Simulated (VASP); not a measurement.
A run of VASP 6.6.1:

INCAR

```
SYSTEM = Nb2SiB2
  PREC = Accurate
  ENCUT = 600
  EDIFF = 1E-7
  ISMEAR = 0
  SIGMA = 0.1
  LREAL = .False.
  LASPH = .True.
  NELM = 100
  ALGO = Normal
  ISIF = 3
  LWAVE = .False.
  LCHARG = .False.
  GGA = PE
  IBRION = 2
  NSW = 90
  EDIFFG = -0.04
```

Contents of KPOINTS:

```
regular mesh
0
Gamma
  6 6 4
  0 0 0
```

File POSCAR:

```
Nb2SiB2
1.0
    3.9302040500      0.0000000000      0.0000000000
   -1.9651020300      3.4036565500      0.0000000000
    0.0000000000      0.0000000000      5.3675645600
Nb Si B
2 1 2
Direct
    0.3333333300      0.6666666700      0.5000000000
    0.6666666700      0.3333333300      0.5000000000
    0.0000000000      0.0000000000      0.0000000000
    0.3333333300      0.6666666700      0.0000000000
    0.6666666700      0.3333333300      0.0000000000
```

Potentials or basis: VASP PAW PBE potentials, release 64 (Nb_sv, Si, B).

The run is started by

```bash
$ cat potpaw_PBE.64/Nb_sv/POTCAR potpaw_PBE.64/Si/POTCAR potpaw_PBE.64/B/POTCAR > POTCAR
$ mpirun -np 1 vasp_std > vasp.out
```

Hardware: 1 thread of Intel Xeon 6975P-C (shared host).

Task: How long does it take, and how much memory?

Result: It took 4.2 min on 1 thread of Intel Xeon 6975P-C, on a shared host, peak memory 0.24 GiB. Counts: scf iterations 87, k points 21, ion steps 8.
